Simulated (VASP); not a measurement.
# GaCo in VASP: a series of runs

The runs below take GaCo through single point, with PBEsol.

All numbers are computed with VASP 6.6.1; they aren't measurements. Logs are shortened: lines on timing, memory, paths and dates and some standing lists are left out, and cuts for length are marked.

### 1 The cell of the first run

It takes space group P4/mmm (No. 123, tetragonal). Conventional cell: a = 2.883 Å, b = 2.883 Å, c = 3.027 Å, α = 90.00°, β = 90.00°, γ = 90.00°. Within 3.4 Å of Ga (site symmetry 4/mmm) lie 8 Co at 2.54 Å and 6 Ga at 2.88 to 3.03 Å. Co (site symmetry 4/mmm) has 8 Ga at 2.54 Å and 6 Co at 2.88 to 3.03 Å within 3.4 Å.

### 2 Single point, PBEsol (strain +0.000 along x and y, +0.050 along z)

The input, INCAR:

```
PREC = Accurate
ENCUT = 520
EDIFF = 1E-6
ISMEAR = 0
SIGMA = 0.15
LREAL = F
LASPH = T
NELM = 100
ALGO = Normal
ISIF = 2
LWAVE = F
LCHARG = F
GGA = PS
NBANDS = 18
```

The input, KPOINTS:

```
regular mesh
0
Gamma
  16 16 16
```

The input, POSCAR:

```
GaCo
1.0
    2.8831000000      0.0000000000      0.0000000000
    0.0000000000      2.8831000000      0.0000000000
    0.0000000000      0.0000000000      3.0272550000
Ga Co
1 1
Direct
    0.5000000000      0.5000000000      0.5000000000
    0.0000000000      0.0000000000      0.0000000000
```

Potentials or basis: VASP PAW PBE potentials, release 64 (Ga_d, Co).

The run is started by

```sh
$ cat potpaw_PBE.64/Ga_d/POTCAR potpaw_PBE.64/Co/POTCAR > POTCAR
$ mpirun -np 1 vasp_std > vasp.out
```

OUTCAR:

```text
PREC = Accurate
   ENCUT = 520
   EDIFF = 1E-6
   ISMEAR = 0
   LREAL = F
   LASPH = T
   NELM = 100
   ISIF = 2
   GGA = PS

 ion  position               nearest neighbor table
   1  0.500  0.500  0.500-   2 2.54   2 2.54   2 2.54   2 2.54   2 2.54   2 2.54   2 2.54   2 2.54

   2  0.000  0.000  0.000-   1 2.54   1 2.54   1 2.54   1 2.54   1 2.54   1 2.54   1 2.54   1 2.54

  LATTYP: Found a simple tetragonal cell.
 ALAT       =     2.8831000000
 C/A-ratio  =     1.0500000000

  Lattice vectors:

 A1 = (   2.8831000000,   0.0000000000,   0.0000000000)
 A2 = (   0.0000000000,   2.8831000000,   0.0000000000)
 A3 = (   0.0000000000,   0.0000000000,   3.0272550000)

Analysis of symmetry for initial positions (statically):
=====================================================================
 Subroutine PRICEL returns:
 Original cell was already a primitive cell.

 Routine SETGRP: Setting up the symmetry group for a
 simple tetragonal supercell.

 Subroutine GETGRP returns: Found 16 space group operations
 (whereof 16 operations were pure point group operations)
 out of a pool of 16 trial point group operations.

The static configuration has the point symmetry D_4h.

Analysis of symmetry for dynamics (positions and initial velocities):
=====================================================================
 Subroutine PRICEL returns:
 Original cell was already a primitive cell.

 Routine SETGRP: Setting up the symmetry group for a
 simple tetragonal supercell.

 Subroutine GETGRP returns: Found 16 space group operations
 (whereof 16 operations were pure point group operations)
 out of a pool of 16 trial point group operations.

The dynamic configuration has the point symmetry D_4h.

 Subroutine INISYM returns: Found 16 space group operations
 (whereof 16 operations are pure point group operations),
 and found     1 'primitive' translations

----------------------------------------------------------------------------------------

                                     Primitive cell

  volume of cell :      25.1633

  direct lattice vectors                    reciprocal lattice vectors
     2.883100000  0.000000000  0.000000000     0.346848878  0.000000000  0.000000000
     0.000000000  2.883100000  0.000000000     0.000000000  0.346848878  0.000000000
     0.000000000  0.000000000  3.027255000     0.000000000  0.000000000  0.330332265

  length of vectors
     2.883100000  2.883100000  3.027255000     0.346848878  0.346848878  0.330332265

  position of ions in fractional coordinates (direct lattice)
     0.500000000  0.500000000  0.500000000
     0.000000000  0.000000000  0.000000000

  ion indices of the primitive-cell ions
   primitive index   ion index
                 1           1
                 2           2

----------------------------------------------------------------------------------------

 KPOINTS: regular mesh

Automatic generation of k-mesh.
 Grid dimensions read from file:
 generate k-points for:   16   16   16

 Generating k-lattice:

  Cartesian coordinates                     Fractional coordinates (reciprocal lattice)
     0.021678055  0.000000000  0.000000000     0.062500000  0.000000000  0.000000000
     0.000000000  0.021678055  0.000000000     0.000000000  0.062500000  0.000000000
     0.000000000  0.000000000  0.020645767     0.000000000  0.000000000  0.062500000

  Length of vectors
     0.021678055  0.021678055  0.020645767

  Shift w.r.t. Gamma in fractional coordinates (k-lattice)
     0.000000000  0.000000000  0.000000000

 Subroutine IBZKPT returns following result:
 ===========================================

 Found    405 irreducible k-points:

 Following reciprocal coordinates:
            Coordinates               Weight
  0.000000  0.000000  0.000000      1.000000
  0.062500  0.000000  0.000000      4.000000
  0.125000  0.000000  0.000000      4.000000
  0.187500  0.000000  0.000000      4.000000
  0.250000  0.000000  0.000000      4.000000
  0.312500  0.000000  0.000000      4.000000
[... 16 lines left out ...]
  0.437500  0.125000  0.000000      8.000000
  0.500000  0.125000  0.000000      4.000000
 [... further k-points ...]
   k-points           NKPTS =    405   k-points in BZ     NKDIM =    405   number of bands    NBANDS=     18
   number of dos      NEDOS =    301   number of ions     NIONS =      2
   total plane-waves  NPLWV =  13824
   dimension x,y,z NGX =    24 NGY =   24 NGZ =   24
   dimension x,y,z NGXF=    48 NGYF=   48 NGZF=   48
   ions per type =               1   1
   NGX,Y,Z   is equivalent  to a cutoff of  13.84, 13.84, 13.18 a.u.
   NGXF,Y,Z  is equivalent  to a cutoff of  27.68, 27.68, 26.36 a.u.
 SYSTEM =  unknown system
   PREC   = accura    normal or accurate (medium, high low for compatibility)
   ISTART =      0    job   : 0-new  1-cont  2-samecut
   ICHARG =      2    charge: 1-file 2-atom 10-const
   ISPIN  =      1    spin polarized calculation?
   LNONCOLLINEAR =      F non collinear calculations
   LSORBIT =      F    spin-orbit coupling
   LASPH  =      T    aspherical Exc in radial PAW
   ENCUT  =  520.0 eV  38.22 Ry    6.18 a.u.   5.36  5.36  5.63*2*pi/ulx,y,z
   NELM   =    100;   NELMIN=  2; NELMDL= -5     # of ELM steps
   EDIFF  = 0.1E-05   stopping-criterion for ELM
   LREAL  =      F    real-space projection
   EDIFFG = 0.1E-04   stopping-criterion for IOM
   NSW    =      0    number of steps for IOM
   IBRION =     -1    ionic relax: 0-MD 1-quasi-New 2-CG
   NFREE  =      0    steps in history (QN), initial steepest desc. (CG)
   ISIF   =      2    stress and relaxation
   ISYM   =      2    0-nonsym 1-usesym 2-fastsym
   POTIM  = 0.5000    time-step for ionic-motion
   TEBEG  =    0.0;   TEEND  =   0.0 temperature during run
   PSTRESS=    0.0 pullay stress
   NELECT =      22.0000    total number of electrons
   NUPDOWN=      -1.0000    fix difference up-down
   EMIN   =  10.00;   EMAX   =-10.00  energy-range for DOS
   EFERMI =   0.00;   METHOD = LEGACY
   ISMEAR =     0;   SIGMA  =   0.15  broadening in eV -4-tet -1-fermi 0-gaus
   EFERMI_NEDOS =   21; number of points for ismear=-14 and -15
   IALGO  =     38    algorithm
   IMIX   =      4    mixing-type and parameters
     AMIX     =   0.40;   BMIX     =  1.00
     AMIX_MAG =   1.60;   BMIX_MAG =  1.00
  volume/ion in A,a.u.               =      12.58        84.91
  Fermi-wavevector in a.u.,A,eV,Ry     =   1.565403  2.958183 33.340908  2.450488
  Thomas-Fermi vector in A             =   2.667884
   LORBIT       =      0    0 simple, 1 ext, 2 COOP (PROOUT), +10 PAW based schemes
   GGA     = PS    functional components
   LHFCALC =     F    Hartree Fock is set to
   AEXX    =    0.0000 exact exchange contribution
   IVDW    =     0    specifies the selected vdW correction
   LEPSILON=     F    determine dielectric tensor
   LRPA    =     F    only Hartree local field effects (RPA)
 non-spin polarized calculation
 Gauss-broadening in eV      SIGMA  =   0.15
  energy-cutoff  :      520.00
  volume of cell :       25.16
 maximum number of plane-waves:       699
 NGX is ok and might be reduce to    24
   NGX = 11   NGY = 11   NGZ = 11

 number of electron      22.0000013 magnetization

 Free energy of the ion-electron system (eV)
  ---------------------------------------------------
  ext. energy  EPLUGINS =         0.00000000
  ---------------------------------------------------
  free energy    TOTEN  =       -11.66325710 eV

  energy without entropy =      -11.64883345  energy(sigma->0) =      -11.65604527

 E-fermi :   8.8360     XC(G=0): -13.0355

 val. band max:        8.8345041362   @ k =   0.5000   0.0625   0.3750
 cond. band min:       8.8413822386   @ k =   0.1875   0.1875   0.5000
 fundamental gap:      0.0068781024
 Fermi energy:         8.8359846262

 k-point     1 :       0.0000    0.0000    0.0000
  band No.  band energies     occupation
      1      -6.1355      2.00000
      2      -6.0877      2.00000
      3      -5.8129      2.00000
      4      -5.8129      2.00000
      5      -5.7958      2.00000
      6      -2.7573      2.00000
[... 10 lines left out ...]
     17      20.9231      0.00000
     18      30.6333      0.00000

 k-point     2 :       0.0625    0.0000    0.0000
  band No.  band energies     occupation
      1      -6.1279      2.00000
      2      -6.0830      2.00000
      3      -5.8170      2.00000
      4      -5.8120      2.00000
      5      -5.7997      2.00000
      6      -2.6843      2.00000
[... 10 lines left out ...]
     17      21.4724      0.00000
     18      30.2116      0.00000

 k-point     3 :       0.1250    0.0000    0.0000
  band No.  band energies     occupation
      1      -6.1106      2.00000
      2      -6.0656      2.00000
      3      -5.8286      2.00000
      4      -5.8106      2.00000
      5      -5.8097      2.00000
      6      -2.4650      2.00000
[... 10 lines left out ...]
     17      23.1545      0.00000
     18      28.7442      0.00000

 k-point     4 :       0.1875    0.0000    0.0000
  band No.  band energies     occupation
      1      -6.0946      2.00000
      2      -6.0307      2.00000
      3      -5.8459      2.00000
      4      -5.8268      2.00000
      5      -5.8061      2.00000
      6      -2.0994      2.00000
[... 375 lines left out ...]
      4      -5.8835      2.00000
      5      -5.8140      2.00000
      6       0.1012      2.00000
[... 10 lines left out ...]
     17      22.4396      0.00000
     18      23.9715      0.00000

 k-point    23 :       0.4375    0.1250    0.0000
  band No.  band energies     occupation
      1      -6.0237      2.00000
      2      -5.9255      2.00000
      3      -5.9164      2.00000
      4      -5.8568      2.00000
      5      -5.8123      2.00000
      6       0.9445      2.00000
[... 10 lines left out ...]
     17      21.1617      0.00000
     18      23.3827      0.00000

 k-point    24 :       0.5000    0.1250    0.0000
  band No.  band energies     occupation
      1      -6.0218      2.00000
      2      -5.9299      2.00000
      3      -5.9205      2.00000
      4      -5.8474      2.00000
      5      -5.8117      2.00000
      6       1.5266      2.00000
[... 10 lines left out ...]
     17      20.4885      0.00000
     18      23.1218      0.00000

 [... further k-points ...]
[... 5 lines left out ...]
  --------------------------------------------------------------------------------------
  -------------------------------------------------------------------------------------
  Total       -2.2661971     -2.2661971     -2.4651237      0.0000000      0.0000000      0.0000000
  in kB     -144.2911969   -144.2911969   -156.9570672      0.0000000      0.0000000      0.0000000
  external PRESSURE =    -148.5131537 kB  Pullay stress =       0.0000000 kB

 VOLUME and BASIS-vectors are now :
 -----------------------------------------------------------------------------
  energy-cutoff  :      520.00
  volume of cell :       25.16
      direct lattice vectors                 reciprocal lattice vectors
     2.883100000  0.000000000  0.000000000     0.346848878  0.000000000  0.000000000
     0.000000000  2.883100000  0.000000000     0.000000000  0.346848878  0.000000000
     0.000000000  0.000000000  3.027255000     0.000000000  0.000000000  0.330332265

 POSITION                                       TOTAL-FORCE (eV/Angst)
 -----------------------------------------------------------------------------------
      1.44155      1.44155      1.51363         0.000000      0.000000      0.000000
      0.00000      0.00000      0.00000         0.000000      0.000000      0.000000
 -----------------------------------------------------------------------------------
    total drift:                                0.000000      0.000000     -0.000000

  FREE ENERGIE OF THE ION-ELECTRON SYSTEM (eV)
  ---------------------------------------------------
  free  energy   TOTEN  =       -11.6632571001 eV

  energy  without entropy=      -11.6488334464  energy(sigma->0) =      -11.65604527
```

It took 94 s on 1 thread of Intel Xeon Platinum 8259CL at 2.50GHz (Skylake/Cascade Lake), shared host; peak memory 0.3 GiB.

What came out:

- Free energy: -11.6633 eV
- Pressure: -14.9 GPa
- Band gap on the k mesh: zero (band 11 reaches 10.14 eV, above the bottom of band 12 at 8.62 eV)

Stress tensor (GPa, compression positive):
```
-14.43   0.00   0.00
  0.00 -14.43   0.00
  0.00   0.00 -15.70
```

Levels at points of the mesh, in eV from the Fermi level:
| k point | band 7 | band 8 | band 9 | band 10 | band 11 | band 12 | band 13 | band 14 | band 15 | band 16 |
| --- | --- | --- | --- | --- | --- | --- | --- | --- | --- | --- |
| (0.00, 0.00, 0.00) | -2.31 | -2.30 | -0.63 | -0.63 | -0.52 | 3.99 | 5.62 | 5.62 | 10.00 | 11.14 |
| (0.50, 0.00, 0.00) | -6.44 | -2.05 | -1.75 | -1.43 | -0.61 | 0.27 | 9.52 | 10.78 | 11.03 | 11.24 |
| (0.50, 0.50, 0.00) | -2.69 | -2.69 | -2.13 | -1.17 | -1.17 | -0.10 | 2.22 | 3.32 | 10.34 | 14.04 |
| (0.00, 0.00, 0.50) | -6.59 | -2.14 | -1.44 | -1.44 | -0.52 | -0.09 | 10.33 | 10.33 | 11.61 | 12.60 |
| (0.50, 0.00, 0.50) | -3.12 | -2.83 | -2.31 | -1.03 | -0.97 | -0.21 | 2.00 | 2.86 | 11.46 | 15.16 |
| (0.50, 0.50, 0.50) | -3.74 | -3.72 | -0.20 | -0.07 | 0.38 | 3.82 | 3.82 | 3.83 | 4.45 | 4.45 |

Caveat: the cell differs from its parent crystal (strain +0.000 along x and y, +0.050 along z); the PAW data sets were made with another functional, which shifts forces and pressure a little. Spin polarisation is off, so any magnetic state and its effect on volume and gap are missing.

### 3 Single point, PBEsol (strain +0.000 along x and y, -0.050 along z)

The input, INCAR:

```
  PREC = Accurate
  ENCUT = 520
  EDIFF = 1E-6
  ISMEAR = 0
  SIGMA = 0.15
  LREAL = F
  LASPH = T
  NELM = 100
  ALGO = Normal
  ISIF = 2
  LWAVE = F
  LCHARG = F
  GGA = PS
  NBANDS = 18
```

The input, KPOINTS:

```
Automatic mesh
0
Gamma
  16 16 16
```

POSCAR, as its differences from that of step 2:

```diff
@@ -4,3 +4,3 @@
     0.0000000000      2.8831000000      0.0000000000
-    0.0000000000      0.0000000000      3.0272550000
+    0.0000000000      0.0000000000      2.7389450000
 Ga Co
```

Potentials or basis: VASP PAW PBE potentials, release 64 (Ga_d, Co).

The run is started by

```sh
$ cat potpaw_PBE.64/Ga_d/POTCAR potpaw_PBE.64/Co/POTCAR > POTCAR
$ mpirun -np 1 vasp_std > vasp.out
```

Wall time 78 s (1 thread of Intel Xeon Platinum 8259CL at 2.50GHz (Skylake/Cascade Lake), shared host); peak memory 0.28 GiB.

The run converged. Its results:

```yaml
Free_energy: -11.7663 eV
Pressure: 1.7 GPa
Band_gap_on_the_k_mesh: zero (band 11 reaches 11.67 eV, above the bottom of band 12 at 9.88 eV)
```

Stress tensor (GPa, compression positive):
```
-0.37  0.00  0.00
 0.00 -0.37  0.00
 0.00  0.00  5.88
```

Levels at points of the mesh, in eV from the Fermi level:
```
           k point  band 7  band 8  band 9  band 10  band 11  band 12  band 13  band 14  band 15  band 16
(0.00, 0.00, 0.00)   -2.68   -2.68   -0.81    -0.64    -0.64     4.77     4.77     6.69    11.03    11.37
(0.50, 0.00, 0.00)   -7.18   -2.49   -1.95    -1.54    -0.65     0.02    10.45    11.69    11.98    12.31
(0.50, 0.50, 0.00)   -3.48   -3.48   -2.69    -1.08    -1.08    -0.31     2.35     3.05    12.96    16.48
(0.00, 0.00, 0.50)   -7.02   -2.38   -1.92    -1.92    -0.80     0.48    11.00    11.00    11.77    12.69
(0.50, 0.00, 0.50)   -3.31   -2.96   -2.49    -1.33    -1.27    -0.17     2.65     3.62    11.62    15.04
(0.50, 0.50, 0.50)   -4.27   -4.27   -0.26    -0.08     1.00     3.99     3.99     4.01     4.65     5.25
```

Caveat: the cell differs from its parent crystal (strain +0.000 along x and y, -0.050 along z); the PAW data sets were made with another functional, which shifts forces and pressure a little.

### 4 Single point, PBEsol (strain -0.050 along x and y, -0.050 along z)

The input, INCAR:

```
  PREC = Accurate
  ENCUT = 520
  EDIFF = 1E-6
  ISMEAR = 0
  SIGMA = 0.15
  LREAL = False
  LASPH = True
  NELM = 100
  ALGO = Normal
  ISIF = 2
  LWAVE = False
  LCHARG = False
  GGA = PS
  NBANDS = 18
```

KPOINTS is that of step 3.

The input, POSCAR:

```
GaCo
1.0
    2.7389450000      0.0000000000      0.0000000000
    0.0000000000      2.7389450000      0.0000000000
    0.0000000000      0.0000000000      2.7389450000
Ga Co
1 1
Direct
    0.5000000000      0.5000000000      0.5000000000
    0.0000000000      0.0000000000      0.0000000000
```

The run is started by

```sh
$ cat potpaw_PBE.64/Ga_d/POTCAR potpaw_PBE.64/Co/POTCAR > POTCAR
$ mpirun -np 1 vasp_std > vasp.out
```

Run time: 34 s. Hardware: 1 thread of Intel Xeon Platinum 8259CL at 2.50GHz (Skylake/Cascade Lake), shared host; peak memory 0.17 GiB.

It converged, with:

| Item | Value |
| --- | --- |
| Free energy | -11.5896 eV |
| Pressure | 28.4 GPa |
| Band gap on the k mesh | zero (band 11 reaches 13.85 eV, above the bottom of band 12 at 11.48 eV) |

Levels at points of the mesh, in eV from the Fermi level:
| k point | band 8 | band 9 | band 10 | band 11 | band 12 | band 13 | band 14 | band 15 |
| --- | --- | --- | --- | --- | --- | --- | --- | --- |
| (0.00, 0.00, 0.00) | -3.17 | -0.89 | -0.89 | -0.89 | 5.71 | 5.71 | 5.71 | 12.11 |
| (0.50, 0.00, 0.00) | -2.96 | -2.17 | -2.17 | -0.90 | 0.14 | 12.11 | 12.11 | 12.35 |
| (0.50, 0.50, 0.00) | -3.71 | -2.97 | -1.49 | -1.49 | -0.31 | 3.06 | 3.85 | 13.05 |
| (0.50, 0.50, 0.50) | -4.98 | -0.27 | -0.27 | 1.62 | 4.15 | 4.15 | 4.15 | 5.49 |

Caveat: the cell differs from its parent crystal (strain -0.050 along x and y, -0.050 along z); the PAW data sets were made with another functional, which shifts forces and pressure a little.

### 5 The runs side by side

| cell | gap on the mesh (eV) | pressure (GPa) |
| --- | --- | --- |
| a = 2.883, b = 2.883, c = 3.027 Å, 2 atoms | none | -14.9 |
| a = 2.883, b = 2.883, c = 2.739 Å, 2 atoms | none | 1.7 |
| a = 2.739 Å, 2 atoms | none | 28.4 |

Alike in all rows: task single point; level PBEsol; potentials or basis VASP PAW PBE potentials, release 64 (Ga_d, Co); no spin polarisation; k mesh 16 × 16 × 16; cutoff (eV) 520; smearing gaussian 0.15 eV.

Caveats: the PAW data sets were made with another functional, which shifts forces and pressure a little.

Total energies depend on the potentials used, so only differences within one code and one set of settings carry meaning.
